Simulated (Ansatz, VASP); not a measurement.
# Two plane-wave programs on B

```
B
1.0
     0.00000    2.03860    2.03860
     2.03860    0.00000    2.03860
     2.03860    2.03860    0.00000
B
2
Direct
  0.12500 0.12500 0.12500
  0.87500 0.87500 0.87500
```

Alike in both runs: functional RPBE; k mesh 13 × 13 × 13; occupations fermi-dirac, width 0.1 eV; no spin polarisation.

Ansatz relaxed the structure, and its values are those at the end. VASP's run is a single point on that final structure, the one shown.

```csv
,VASP,Ansatz
version,VASP 6.6.1,Ansatz 0.2.0
potentials or method,"VASP PAW PBE potentials, release 64 (B), cutoff 520 eV","plane waves (420 eV) with PAW, scalar-relativistic"
valence electrons in the cell,6,6
```

VASP gave:

```
pressure (GPa) : -0.1
```

Which values does Ansatz return?

Pressure (GPa): 0.0.

VASP's potentials were made for PBE, not for RPBE.
